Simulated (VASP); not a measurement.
Runs of VASP 6.6.1 on TaN. The structure is that of space group P-6m2 (No. 187), or close to it. The cells are those of the table. 

| cell | gap on the mesh (eV) | pressure (GPa) |
| --- | --- | --- |
| a = 2.996, b = 2.996, c = 2.940 Å, angles 90.0, 90.0, 120.0°, 2 atoms | none | (a) |
| a = 2.909, b = 2.909, c = 2.883 Å, angles 90.0, 90.0, 120.0°, 2 atoms | none | -4.0 |
| a = 2.918, b = 2.918, c = 2.864 Å, angles 90.0, 90.0, 120.0°, 2 atoms | none | -3.7 |
| a = 2.938, b = 2.938, c = 2.854 Å, angles 90.0, 90.0, 120.0°, 2 atoms | none | (b) |
| a = 2.977, b = 2.977, c = 2.921 Å, angles 90.0, 90.0, 120.0°, 2 atoms | none | -22.9 |

Alike in all rows: task electric field gradients; level LDA; potentials or basis VASP PAW LDA potentials, release 64 (Ta_sv_GW, N); no spin polarisation; k mesh 12 × 12 × 10; cutoff (eV) 520; smearing fermi-dirac 0.02 eV.

Question: Fill in the values left out.

Answer: (a) -28.0; (b) -7.1.

Caveats: spin-orbit coupling is left out, which moves the levels of the heavy elements; the cell stands under tension (at least some runs); the stress differs along the axes, from -9 to -2 GPa (at least some runs); the stress differs along the axes, from -9 to -3 GPa (at least some runs).

A k mesh can miss the band edges, and the runs leave out spin-orbit coupling on Ta.

A gap of «none» marks levels without a gap at the run's occupations.
